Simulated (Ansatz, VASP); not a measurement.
**Ga: VASP beside Ansatz**

```
Ga
1.0
     0.00000    2.93919    2.93919
     2.93919    0.00000    2.93919
     2.93919    2.93919    0.00000
Ga
2
Cartesian
  2.9392 2.9392 2.9392
  4.4088 4.4088 4.4088
```

Alike in both runs: functional PBE; k mesh 6 × 6 × 6; occupations gaussian, width 0.1 eV; no spin polarisation.

Ansatz relaxed the structure, and its values are those at the end. VASP's run is a single point on that final structure, the one shown.

|  | VASP | Ansatz |
| --- | --- | --- |
| version | VASP 6.6.1 | Ansatz 0.2.0 |
| potentials or method | VASP PAW PBE potentials, release 64 (Ga_d), cutoff 520 eV | scalar-relativistic, plane waves, PAW |
| valence electrons in the cell | 26 | 26 |

VASP gave:

| Quantity | Value |
| --- | --- |
| gap on the k mesh at the Fermi level (eV) | none |
| pressure (GPa) | 0.3 |

Estimate Ansatz's values.

gap on the k mesh at the Fermi level (eV): none; pressure (GPa): 0.2.

A gap of «none» marks a metal or a gap that the smearing closes.
